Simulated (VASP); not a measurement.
Input of a VASP 6.6.1 run:

Contents of INCAR:

```
SYSTEM = Rb2GaIrC6N6
PREC     = Accurate       ! precision mode
ENCUT    = 520            ! plane-wave cutoff, eV
EDIFF    = 1E-6           ! SCF threshold, eV
ISMEAR   = 0              ! smearing method
SIGMA    = 0.1            ! smearing width, eV
LREAL    = Auto         
LASPH    = .TRUE.         ! aspherical terms in the spheres
NELM     = 150            ! most SCF steps
ALGO     = Normal         ! electronic algorithm
ISIF     = 2              ! what is computed and relaxed
LWAVE    = .FALSE.        ! write WAVECAR
LCHARG   = .FALSE.        ! write CHGCAR
ISPIN    = 2              ! spin polarisation
MAGMOM   = 0 0 0 1 0 0 0 0 0 0 0 0 0 0 0 0 ! initial moments
LORBIT   = 11             ! projections on sites
LMAXMIX  = 4              ! l up to which the mixer works
GGA      = PE             ! functional
NBANDS   = 65             ! bands
```

File KPOINTS:

```
regular mesh
0
G
  4 4 4
  0 0 0
```

File POSCAR:

```
Rb2GaIrC6N6
1.0
    0.0000000000      5.0735000000      5.0735000000
    5.0735000000      0.0000000000      5.0735000000
    5.0735000000      5.0735000000      0.0000000000
Rb Ga Ir C N
2 1 1 6 6
Direct
    0.2500000000      0.2500000000      0.2500000000
    0.7500000000      0.7500000000      0.7500000000
    0.0000000000      0.0000000000      0.0000000000
    0.5000000000      0.5000000000      0.5000000000
    0.8131467400      0.1868532600      0.1868532600
    0.1868532600      0.8131467400      0.1868532600
    0.1868532600      0.1868532600      0.8131467400
    0.1868532600      0.8131467400      0.8131467400
    0.8131467400      0.1868532600      0.8131467400
    0.8131467400      0.8131467400      0.1868532600
    0.6978417300      0.3021582700      0.3021582700
    0.3021582700      0.6978417300      0.3021582700
    0.3021582700      0.3021582700      0.6978417300
    0.3021582700      0.6978417300      0.6978417300
    0.6978417300      0.3021582700      0.6978417300
    0.6978417300      0.6978417300      0.3021582700
```

Potentials or basis: VASP PAW PBE potentials, release 64 (Rb_sv, Ga_d, Ir, C, N).

Command:

```bash
$ cat potpaw_PBE.64/Rb_sv/POTCAR potpaw_PBE.64/Ga_d/POTCAR potpaw_PBE.64/Ir/POTCAR potpaw_PBE.64/C/POTCAR potpaw_PBE.64/N/POTCAR > POTCAR
$ mpirun -np 1 vasp_std > vasp.out
```

What does it give for the pressure?

12.0 GPa.

What does it give for the largest force?

3.187 eV/Å.

What does it give for the net moment?

0.02 μB per cell.

Forces on the atoms (eV/Å):
```
Rb   0.000  0.000  0.000
Rb   0.000  0.000  0.000
Ga   0.000  0.000  0.000
Ir   0.000  0.000  0.000
C    0.877  0.000  0.000
C    0.000  0.877  0.000
C    0.000  0.000  0.877
C   -0.877  0.000  0.000
C    0.000 -0.877  0.000
C    0.000  0.000 -0.877
N    3.187  0.000  0.000
N    0.000  3.187  0.000
N    0.000  0.000  3.187
N   -3.187  0.000  0.000
N    0.000 -3.187  0.000
N    0.000  0.000 -3.187
```

Caveat: the cell stands under pressure; forces of over 1 eV/Å act on the atoms, so gaps and moduli don't describe the material at rest.
